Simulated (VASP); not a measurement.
Write the native input for VASP 6.6.1 that does the following.

- Task: single point
- Functional: r2SCAN
- Potentials or basis: VASP PAW PBE potentials, release 64 (Cl)
- Cutoff: 520 eV
- k mesh: 7 × 3 × 7
- Occupations: fermi-dirac, width 0.1 eV
- Spin: no spin polarisation
- Dipole correction: no
- Further INCAR settings: ALGO = Normal; EDIFF = 1e-07; NBANDS = 22

Cl:

```xyz
4
Lattice="-3.1478 0.0000 2.2600 0.0000 -8.3336 0.0000 3.1478 0.0000 2.2600" Properties=species:S:1:pos:R:3 pbc="T T T"
Cl    0.0000   -7.5003    0.5876
Cl    0.0000   -5.0002    2.8476
Cl    0.0000   -0.8334    3.9323
Cl    0.0000   -3.3335    1.6724
```

One way to write it, as run:

POSCAR

```
Cl
1.0
   -3.1478138200      0.0000000000      2.2599689000
    0.0000000000     -8.3336353100      0.0000000000
    3.1478138200      0.0000000000      2.2599689000
Cl
4
Direct
    0.1300000000      0.9000000000      0.1300000000
    0.6300000000      0.6000000000      0.6300000000
    0.8700000000      0.1000000000      0.8700000000
    0.3700000000      0.4000000000      0.3700000000
```

INCAR.step1

```
PREC = Accurate
ENCUT = 520
ISMEAR = -1
SIGMA = 0.1
LREAL = False
LASPH = True
NELM = 80
NBANDS = 22
GGA = PE
ALGO = Normal
EDIFF = 1E-4
LWAVE = True
LCHARG = False
```

INCAR.step2

```
PREC = Accurate
ENCUT = 520
EDIFF = 1E-7
ISMEAR = -1
SIGMA = 0.1
LREAL = False
LASPH = True
NELM = 80
ALGO = Normal
ISIF = 2
LWAVE = False
LCHARG = True
METAGGA = R2SCAN
LMIXTAU = True
LELF = True
LVHAR = True
NBANDS = 22
ISTART = 1
```

KPOINTS

```
Automatic mesh
0
Gamma
  7 3 7
```

Potentials or basis: VASP PAW PBE potentials, release 64 (Cl).

Run with:

```console
$ cat potpaw_PBE.64/Cl/POTCAR > POTCAR
$ cp INCAR.step1 INCAR
$ mpirun -np 1 vasp_std > vasp.out
$ cp INCAR.step2 INCAR
$ mpirun -np 1 vasp_std > vasp.out
```

Results of the run:

The pressure is -1.9 GPa, the largest force is 0.740 eV/Å and the band gap on the k mesh is 2.76 eV (least direct gap 2.78 eV).

Caveat: the PAW data sets were made with another functional, which shifts forces and pressure a little.

Wall time 8.8 min on 1 thread of AMD EPYC 7R13 (shared host), peak memory 0.23 GiB.
